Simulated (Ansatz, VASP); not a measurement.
## NaF in VASP and in Ansatz

```
Na F
1.0
     0.00000    2.35598    2.27608
     2.35598    0.00000    2.27608
     2.35598    2.35598    0.00000
Na F
1 1
Cartesian
  0.0000 0.0000 0.0000
  2.3560 2.3560 2.2761
```

Change from the starting cell: epitaxial_xy strain +2.6%.

Alike in both runs: task single point; functional r2SCAN; k mesh 10 × 10 × 10; no spin polarisation.

|  | VASP | Ansatz |
| --- | --- | --- |
| version | VASP 6.6.1 | Ansatz 0.2.0 |
| potentials or method | VASP PAW PBE potentials, release 64 (Na_pv, F) | plane waves, PAW |
| plane-wave cutoff (eV) | 520 | 500 |
| occupations | gaussian, width 0.01 eV | fixed |
| valence electrons in the cell | 14 | 16 |

VASP gave:

- gap on the k mesh at the Fermi level (eV): 7.08
- pressure (GPa): -2.5
- traceless stress, the component that is largest in VASP (GPa): 1.87

Q: Estimate Ansatz's values.

A: gap on the k mesh at the Fermi level (eV): 7.04; pressure (GPa): -1.9; traceless stress, the component that is largest in VASP (GPa): 1.89.

VASP's potentials were made for PBE, not for r2SCAN. VASP's potentials hold 14 valence electrons a cell and Ansatz's 16, so a difference there can come from the potentials and not from the codes.
